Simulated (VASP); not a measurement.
Runs of VASP 6.6.1 on Ir. The structure is that of space group Fm-3m (No. 225), or close to it. The cells are those of the table. 

```csv
task,cell,k mesh,cutoff (eV),smearing,gap on the mesh (eV),pressure (GPa),relaxed volume (Å³/atom)
relaxation of cell and atoms,"relaxed from a = 2.725 Å, angles 60.0°, 1 atom",18 × 18 × 18,600,gaussian 0.1 eV,none,0.0,(b)
single point,"a = 2.708 Å, angles 60.0°, 1 atom",18 × 18 × 18,520,gaussian 0.1 eV,none,1.1,-
single point,"a = 2.710 Å, angles 60.0°, 1 atom",18 × 18 × 18,520,fermi-dirac 0.15 eV,none,1.0,-
relaxation of cell and atoms,"relaxed from a = 2.708 Å, angles 60.0°, 1 atom",18 × 18 × 18,600,fermi-dirac 0.15 eV,none,0.0,(a)
single point,"a = 2.725 Å, angles 60.0°, 1 atom",8 × 8 × 8,520,gaussian 0.1 eV,none,-4.6,-
```

Alike in all rows: level PBEsol; potentials or basis VASP PAW PBE potentials, release 64 (Ir); no spin polarisation.

Task: Estimate the missing entries.

Result: (a) 14.11; (b) 14.09.

Caveats: the PAW data sets were made with another functional, which shifts forces and pressure a little; spin-orbit coupling is left out, which moves the levels of the heavy elements; the cell stands under tension (at least some runs).

A k mesh can miss the band edges, and the runs leave out spin-orbit coupling on Ir.

A gap of «none» marks levels without a gap at the run's occupations.
